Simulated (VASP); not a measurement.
Set up this calculation in VASP 6.6.1, as the native input.

```
Task                   : single point
Functional             : PBE
Potentials or basis    : VASP PAW PBE potentials, release 64 (Ba_sv, Zr_sv, O)
Cutoff                 : 520 eV
k mesh                 : 12 × 12 × 6
Occupations            : gaussian, width 0.1 eV
Spin                   : no spin polarisation
Dipole correction      : no
Further INCAR settings : ALGO = Normal; EDIFF = 1e-07; NBANDS = 28
```

The structure of BaZrO3 lies in POSCAR:

```
BaZrO3
1.0
    4.1605573689      0.0000000000      0.0000000000
   -2.0802786845      3.6031483754      0.0000000000
    0.0000000000      0.0000000000      7.8227976497
Ba Zr O
1 1 3
Direct
    0.0000000000      0.0000000000      0.5000000000
    0.3333333333      0.6666666667      0.0000000000
    0.6666666667      0.3333333333      0.5000000000
    0.3333333333      0.6666666667      0.7578188942
    0.3333333333      0.6666666667      0.2421811058
```

The input as run:

INCAR

```
SYSTEM = BaZrO3
PREC = Accurate
ENCUT = 520
EDIFF = 1E-7
ISMEAR = 0
SIGMA = 0.1
LREAL = .False.
LASPH = .True.
NELM = 100
ALGO = Normal
ISIF = 2
LWAVE = .False.
LCHARG = .True.
GGA = PE
LELF = .True.
LVHAR = .True.
NBANDS = 28
```

KPOINTS

```
regular mesh
0
Gamma
  12 12 6
  0 0 0
```

Potentials or basis: VASP PAW PBE potentials, release 64 (Ba_sv, Zr_sv, O).

Command:

```sh
$ cat potpaw_PBE.64/Ba_sv/POTCAR potpaw_PBE.64/Zr_sv/POTCAR potpaw_PBE.64/O/POTCAR > POTCAR
$ mpirun -np 1 vasp_std > vasp.out
```

It gave:

The pressure is 1.1 GPa, the largest force is 0.126 eV/Å and the band gap on the k mesh is zero (band 20 reaches 1.17 eV, above the bottom of band 21 at 0.42 eV).

Caveat: spin-orbit coupling is left out, which moves the levels of the heavy elements.

It took 2.2 min on 1 thread of Intel(R) Xeon(R) 6975P-C (Granite Rapids) (shared host), peak memory 0.41 GiB.
